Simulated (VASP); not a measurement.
# Si10H5Cl in VASP: further runs

Runs on Si10H5Cl. Level: PBE. Tasks: single point.

Program: VASP 6.6.1. These are calculated values, not measurements. Logs are shortened: lines on timing, memory, paths and dates and some standing lists are left out, and cuts for length are marked.

### Step 1. The cell of the first run

The cell holds a slab with vacuum, 32 atoms: a = 7.679 Å, b = 7.679 Å, c = 20.254 Å, α = 90.00°, β = 90.00°, γ = 90.00°.

### Step 2. Single point, PBE

INCAR

```
ALGO = Normal
EDIFF = 1E-6
ENCUT = 520
GGA = PE
ISIF = 2
ISMEAR = -1
LASPH = True
LCHARG = False
LREAL = Auto
LWAVE = False
NBANDS = 74
NELM = 100
PREC = Accurate
SIGMA = 0.02
```

KPOINTS

```
k-points
0
Gamma
  2 2 1
```

POSCAR

```
Si10H5Cl
1.0
    7.6791800000      0.0000000000      0.0000000000
    0.0000000000      7.6791800000      0.0000000000
    0.0000000000      0.0000000000     20.2543620000
H Si Cl
10 20 2
Direct
    0.4093920184      0.0000000000      0.0493720809
    0.0906079816      0.0000000000      0.0493720809
    0.9093920184      0.0000000000      0.0493720809
    0.5906079816      0.0000000000      0.0493720809
    0.4093920184      0.5000000000      0.0493720809
    0.0906079816      0.5000000000      0.0493720809
    0.9093920184      0.5000000000      0.0493720809
    0.5906079816      0.5000000000      0.0493720809
    0.2128791095      0.3583003654      0.4473438364
    0.7494597079      0.4829249998      0.4252814776
    0.2500000000      0.0000000000      0.0921036170
    0.7500000000      0.0000000000      0.0921036170
    0.2500000000      0.5000000000      0.0921036170
    0.7500000000      0.5000000000      0.0921036170
    0.2492645048      0.2504491365      0.1565901212
    0.7490040603      0.2493922528      0.1567818823
    0.2494395235      0.7512342464      0.1618948550
    0.7494496808      0.7514041864      0.1618272153
   -0.0001392076      0.2572730422      0.2223545723
    0.4979001664      0.2586166752      0.2225037747
   -0.0008843392      0.7516419722      0.2316893517
    0.4994560617      0.7528236088      0.2316005807
   -0.0073128902      0.0137172198      0.2952840973
    0.4986222487      0.0151471902      0.2951879205
    0.0045744468      0.4934503424      0.2960375646
    0.4957221995      0.4953133017      0.2960788891
    0.2444089082      0.1372446016      0.3403268392
    0.7454469097      0.1043324938      0.3557423828
    0.2503579809      0.4421099649      0.3640967807
    0.7498704289      0.4197070521      0.3552572034
    0.1722151323      0.1953431226      0.4868937368
   -0.2624238525     -0.0056840704      0.4495857238
```

Potentials or basis: VASP PAW PBE potentials, release 64 (H, Si, Cl).

The run is started by

```bash
$ cat potpaw_PBE.64/H/POTCAR potpaw_PBE.64/Si/POTCAR potpaw_PBE.64/Cl/POTCAR > POTCAR
$ mpirun -np 1 vasp_std > vasp.out
```

OUTCAR:

```text
EDIFF = 1E-6
   ENCUT = 520
   GGA = PE
   ISIF = 2
   ISMEAR = -1
   LASPH = True
   LREAL = Auto
   NELM = 100
   PREC = Accurate

 ion  position               nearest neighbor table
   1  0.409  0.000  0.049-  11 1.50
   2  0.091  0.000  0.049-  11 1.50
   3  0.909  0.000  0.049-  12 1.50
   4  0.591  0.000  0.049-  12 1.50
   5  0.409  0.500  0.049-  13 1.50
   6  0.091  0.500  0.049-  13 1.50
   7  0.909  0.500  0.049-  14 1.50
   8  0.591  0.500  0.049-  14 1.50
   9  0.213  0.358  0.447-  31 1.52  29 1.83
  10  0.749  0.483  0.425-  30 1.50
  11  0.250  0.000  0.092-   1 1.50   2 1.50  15 2.32  17 2.38
  12  0.750  0.000  0.092-   3 1.50   4 1.50  16 2.32  18 2.37
  13  0.250  0.500  0.092-   5 1.50   6 1.50  15 2.32  17 2.39
  14  0.750  0.500  0.092-   7 1.50   8 1.50  16 2.33  18 2.39
  15  0.249  0.250  0.157-  13 2.32  11 2.32  20 2.33  19 2.33
  16  0.749  0.249  0.157-  12 2.32  14 2.33  19 2.34  20 2.34
[... 8 lines left out ...]
  25  0.005  0.493  0.296-  19 2.35  30 2.36  29 2.37  21 2.37
  26  0.496  0.495  0.296-  20 2.35  30 2.36  29 2.37  22 2.37
  27  0.244  0.137  0.340-  23 2.34  24 2.35  29 2.39
  28  0.745  0.104  0.356-  32 2.08  24 2.36  23 2.36  30 2.42
  29  0.250  0.442  0.364-   9 1.83  26 2.37  25 2.37  27 2.39
  30  0.750  0.420  0.355-  10 1.50  26 2.36  25 2.36  28 2.42
  31  0.172  0.195  0.487-   9 1.52
  32  0.738  0.994  0.450-  28 2.08

  LATTYP: Found a simple tetragonal cell.
 ALAT       =     7.6791800000
 C/A-ratio  =     2.6375683341

  Lattice vectors:

 A1 = (   7.6791800000,   0.0000000000,   0.0000000000)
 A2 = (   0.0000000000,   7.6791800000,   0.0000000000)
 A3 = (   0.0000000000,   0.0000000000,  20.2543620000)

Analysis of symmetry for initial positions (statically):
=====================================================================
 Subroutine PRICEL returns:
 Original cell was already a primitive cell.

 Routine SETGRP: Setting up the symmetry group for a
 simple tetragonal supercell.

 Subroutine GETGRP returns: Found  1 space group operations
 (whereof  1 operations were pure point group operations)
 out of a pool of 16 trial point group operations.

The static configuration has the point symmetry C_1 .

Analysis of symmetry for dynamics (positions and initial velocities):
=====================================================================
 Subroutine PRICEL returns:
 Original cell was already a primitive cell.

[... 148 lines left out ...]
   EDIFFG = 0.1E-04   stopping-criterion for IOM
   NSW    =      0    number of steps for IOM
   IBRION =     -1    ionic relax: 0-MD 1-quasi-New 2-CG
   NFREE  =      0    steps in history (QN), initial steepest desc. (CG)
   ISIF   =      2    stress and relaxation
   ISYM   =      2    0-nonsym 1-usesym 2-fastsym
   POTIM  = 0.5000    time-step for ionic-motion
   TEBEG  =    0.0;   TEEND  =   0.0 temperature during run
   PSTRESS=    0.0 pullay stress
   NELECT =     104.0000    total number of electrons
   NUPDOWN=      -1.0000    fix difference up-down
   EMIN   =  10.00;   EMAX   =-10.00  energy-range for DOS
   EFERMI =   0.00;   METHOD = LEGACY
   ISMEAR =    -1;   SIGMA  =   0.02  broadening in eV -4-tet -1-fermi 0-gaus
   EFERMI_NEDOS =   21; number of points for ismear=-14 and -15
   IALGO  =     38    algorithm
   IMIX   =      4    mixing-type and parameters
     AMIX     =   0.40;   BMIX     =  1.00
     AMIX_MAG =   1.60;   BMIX_MAG =  1.00
  volume/ion in A,a.u.               =      37.32       251.88
  Fermi-wavevector in a.u.,A,eV,Ry     =   0.725610  1.371204  7.163599  0.526510
  Thomas-Fermi vector in A             =   1.816375
   LORBIT       =      0    0 simple, 1 ext, 2 COOP (PROOUT), +10 PAW based schemes
   GGA     = PE    functional components
   LHFCALC =     F    Hartree Fock is set to
   AEXX    =    0.0000 exact exchange contribution
   IVDW    =     0    specifies the selected vdW correction
   LEPSILON=     F    determine dielectric tensor
   LRPA    =     F    only Hartree local field effects (RPA)
 non-spin polarized calculation
  energy-cutoff  :      520.00
  volume of cell :     1194.40
 maximum number of plane-waves:     32216
 NGX is ok and might be reduce to    60
   NGX = 29   NGY = 29   NGZ = 75

 number of electron     104.0000003 magnetization

 Free energy of the ion-electron system (eV)
  ---------------------------------------------------
  ext. energy  EPLUGINS =         0.00000000
  ---------------------------------------------------
  free energy    TOTEN  =      -142.91197374 eV

  energy without entropy =     -142.91197374  energy(sigma->0) =     -142.91197374

 E-fermi :  -0.9379     XC(G=0):  -4.5376

 val. band max:       -1.3942580216   @ k =   0.0000   0.5000   0.0000
 cond. band min:      -0.4953179000   @ k =   0.0000   0.0000   0.0000
 fundamental gap:      0.8989401216
 Fermi energy:        -0.9379202575

 k-point     1 :       0.0000    0.0000    0.0000
  band No.  band energies     occupation
      1     -16.7626      2.00000
      2     -15.8603      2.00000
      3     -12.5722      2.00000
      4     -11.4797      2.00000
      5     -10.7452      2.00000
      6     -10.6864      2.00000
[... 257 lines left out ...]
     63       2.3348      0.00000
     64       2.3954      0.00000
 [bands above 64 left out]

------------------------ aborting loop because EDIFF is reached ----------------------------------------

  FORCE on cell =-STRESS in cart. coord.  units (eV):
  Direction    XX          YY          ZZ          XY          YZ          ZX
  --------------------------------------------------------------------------------------
  -------------------------------------------------------------------------------------
  Total       16.3179647      1.0306501     -2.3483472      0.2085821     -1.7034492      0.8158329
  in kB       21.8891203      1.3825268     -3.1501020      0.2797946     -2.2850279      1.0943684
  external PRESSURE =       6.7071817 kB  Pullay stress =       0.0000000 kB

 VOLUME and BASIS-vectors are now :
 -----------------------------------------------------------------------------
  energy-cutoff  :      520.00
  volume of cell :     1194.40
      direct lattice vectors                 reciprocal lattice vectors
     7.679180000  0.000000000  0.000000000     0.130222237  0.000000000  0.000000000
     0.000000000  7.679180000  0.000000000     0.000000000  0.130222237  0.000000000
     0.000000000  0.000000000 20.254362000     0.000000000  0.000000000  0.049372081

 POSITION                                       TOTAL-FORCE (eV/Angst)
 -----------------------------------------------------------------------------------
      3.14379      0.00000      1.00000        -0.628566     -0.060563      0.012154
      0.69580      0.00000      1.00000         0.630559     -0.058512      0.005935
      6.98338      0.00000      1.00000        -0.625625     -0.057103      0.008787
      4.53539      0.00000      1.00000         0.630849     -0.068435      0.000126
      3.14379      3.83959      1.00000        -0.620575      0.086418      0.010993
      0.69580      3.83959      1.00000         0.627719      0.093654     -0.003837
[... 24 lines left out ...]
      1.32247      1.50008      9.86172         0.096606     -0.161249     -0.223617
      5.66398      7.63553      9.10607        -0.010300      0.023855     -0.032646
 -----------------------------------------------------------------------------------
    total drift:                                0.002151      0.001430     -0.018171

  FREE ENERGIE OF THE ION-ELECTRON SYSTEM (eV)
  ---------------------------------------------------
  free  energy   TOTEN  =      -142.9119737366 eV

  energy  without entropy=     -142.9119737364  energy(sigma->0) =     -142.91197374
```

stdout:

```text
POSCAR found type information on POSCAR H SiCl
 POSCAR found :  3 types and      32 ions
 scaLAPACK will be used
 LDA part: xc-table for (Slater+PW92), standard interpolation
 POSCAR, INCAR and KPOINTS ok, starting setup
 FFT: planning ... GRIDC
 FFT: planning ... GRID_SOFT
 FFT: planning ... GRID
 WAVECAR not read
 entering main loop
```

It took 9 min on 1 thread of Intel Xeon 6975P-C (Granite Rapids), shared host; peak memory 1.2 GiB.

What came out:

```
Free energy            : -142.9120 eV
Largest force          : 0.635 eV/Å
Band gap on the k mesh : 0.90 eV (least direct gap 1.00 eV)
```

Forces in eV/Å, atoms in the order of the input:
```
H   -0.629 -0.061  0.012
H    0.631 -0.059  0.006
H   -0.626 -0.057  0.009
H    0.631 -0.068  0.000
H   -0.621  0.086  0.011
H    0.628  0.094 -0.004
H   -0.614  0.073  0.017
H    0.624  0.080  0.001
H    0.035 -0.130  0.008
H   -0.002  0.002 -0.008
Si  -0.009 -0.210  0.027
Si  -0.018 -0.231 -0.014
Si  -0.035  0.271  0.047
Si  -0.038  0.239  0.113
Si  -0.009  0.005  0.008
Si   0.013  0.004  0.010
Si   0.000  0.002 -0.002
Si   0.006  0.022 -0.007
Si  -0.011 -0.009  0.007
Si  -0.043 -0.005  0.016
Si  -0.001 -0.007  0.004
Si  -0.016  0.005  0.004
Si  -0.021  0.032 -0.012
Si   0.037  0.010  0.007
Si  -0.004  0.009 -0.012
Si   0.014  0.013  0.002
Si  -0.016  0.035  0.100
Si  -0.002 -0.031  0.013
Si   0.010  0.019 -0.107
Si   0.000  0.004 -0.001
Cl   0.097 -0.161 -0.224
Cl  -0.010  0.024 -0.033
```

Levels at points of the mesh, in eV from the valence-band top:
```csv
k point,band 48,band 49,band 50,band 51,band 52,band 53,band 54,band 55,band 56,band 57
"(0.00, 0.00, 0.00)",-0.62,-0.49,-0.34,-0.23,-0.15,0.90,1.44,1.60,1.76,2.09
"(0.50, 0.00, 0.00)",-0.94,-0.76,-0.39,-0.38,-0.09,1.19,2.11,2.18,2.44,2.50
"(0.00, 0.50, 0.00)",-1.01,-0.95,-0.30,-0.06,0.00,1.00,1.73,1.84,2.26,2.29
"(0.50, 0.50, 0.00)",-1.18,-1.13,-0.84,-0.77,0.00,1.33,2.19,2.28,2.39,2.57
```

### Step 3. Single point, PBE

INCAR

```
SYSTEM = Si10H5Cl
ALGO = Normal ; EDIFF = 1E-6
ENCUT = 520 ; GGA = PE
ISIF = 2 ; ISMEAR = -1
LASPH = .True. ; LCHARG = .False.
LREAL = Auto ; LWAVE = .False.
NBANDS = 74 ; NELM = 100
PREC = Accurate ; SIGMA = 0.02
```

KPOINTS

```
k-points
0
Gamma
  2 2 1
  0 0 0
```

POSCAR

```
Si10H5Cl
1.0
    7.6791800000      0.0000000000      0.0000000000
    0.0000000000      7.6791800000      0.0000000000
    0.0000000000      0.0000000000     20.2543620000
H Si Cl
10 20 2
Direct
    0.4093920184      0.0000000000      0.0493720809
    0.0906079816      0.0000000000      0.0493720809
    0.9093920184      0.0000000000      0.0493720809
    0.5906079816      0.0000000000      0.0493720809
    0.4093920184      0.5000000000      0.0493720809
    0.0906079816      0.5000000000      0.0493720809
    0.9093920184      0.5000000000      0.0493720809
    0.5906079816      0.5000000000      0.0493720809
    0.1968414596      0.3335654328      0.4749800068
    0.7492758341      0.4806043093      0.4252681965
    0.2500000000      0.0000000000      0.0921036170
    0.7500000000      0.0000000000      0.0921036170
    0.2500000000      0.5000000000      0.0921036170
    0.7500000000      0.5000000000      0.0921036170
    0.2490056230      0.2504012147      0.1567071330
    0.7493720684      0.2496107657      0.1554830016
    0.2496233973      0.7506981214      0.1617775470
    0.7498745960      0.7496752257      0.1620147798
   -0.0025539185      0.2553421068      0.2215466970
    0.5006960379      0.2565659354      0.2211803067
    0.0000191427      0.7479141002      0.2318220638
    0.4992852101      0.7481563136      0.2315615767
   -0.0072022013      0.0111937733      0.2941464658
    0.5053999255      0.0121614547      0.2931249081
    0.0056493011      0.4884832756      0.2963997582
    0.4941612255      0.4892103063      0.2963587300
    0.2493753239      0.1415474048      0.3299363860
    0.7480591678      0.1032226097      0.3554242291
    0.2501058707      0.4296292052      0.3651364580
    0.7497637769      0.4181837123      0.3551524358
    0.1473395597      0.2458783360      0.5280183103
   -0.2589538206     -0.0050139468      0.4496477351
```

Potentials or basis: VASP PAW PBE potentials, release 64 (H, Si, Cl).

The run is started by

```bash
$ cat potpaw_PBE.64/H/POTCAR potpaw_PBE.64/Si/POTCAR potpaw_PBE.64/Cl/POTCAR > POTCAR
$ mpirun -np 1 vasp_std > vasp.out
```

It took 9.1 min on 1 thread of Intel Xeon 6975P-C (Granite Rapids), shared host; peak memory 1.1 GiB.

Results (log left out):

* Free energy: -143.0587 eV
* Largest force: 0.642 eV/Å
* Band gap on the k mesh: 0.81 eV (least direct gap 0.91 eV)

Forces in eV/Å, atoms in the order of the input:
```
H   -0.627 -0.061  0.017
H    0.630 -0.065  0.011
H   -0.631 -0.098  0.004
H    0.634 -0.104 -0.001
H   -0.614  0.080  0.014
H    0.619  0.090  0.002
H   -0.622  0.094 -0.006
H    0.623  0.096 -0.008
H   -0.027 -0.054  0.086
H    0.000 -0.002 -0.004
Si  -0.012 -0.201  0.043
Si  -0.008 -0.324 -0.059
Si  -0.030  0.239  0.025
Si   0.003  0.263 -0.060
Si   0.001  0.000  0.005
Si   0.004 -0.003 -0.005
Si  -0.002  0.001 -0.005
Si  -0.001  0.004 -0.005
Si   0.008 -0.001  0.000
Si   0.000  0.001  0.000
Si   0.001 -0.002  0.006
Si   0.003 -0.006  0.004
Si   0.006  0.007 -0.003
Si  -0.006  0.001  0.006
Si  -0.006 -0.001  0.002
Si   0.003 -0.001  0.000
Si   0.000 -0.015 -0.001
Si  -0.001 -0.020  0.042
Si   0.003 -0.007 -0.024
Si   0.000 -0.001 -0.004
Cl   0.045  0.069 -0.043
Cl   0.004  0.022 -0.038
```

Levels at points of the mesh, in eV from the valence-band top:
```tsv
k point	band 49	band 50	band 51	band 52	band 53	band 54	band 55	band 56
(0.00, 0.00, 0.00)	-0.50	-0.34	-0.25	-0.24	0.81	1.41	1.56	1.75
(0.50, 0.00, 0.00)	-0.74	-0.41	-0.39	-0.10	1.22	2.08	2.13	2.40
(0.00, 0.50, 0.00)	-0.96	-0.31	-0.15	-0.01	0.90	1.82	1.83	2.25
(0.50, 0.50, 0.00)	-1.11	-1.04	-0.80	0.00	1.43	2.26	2.27	2.39
```
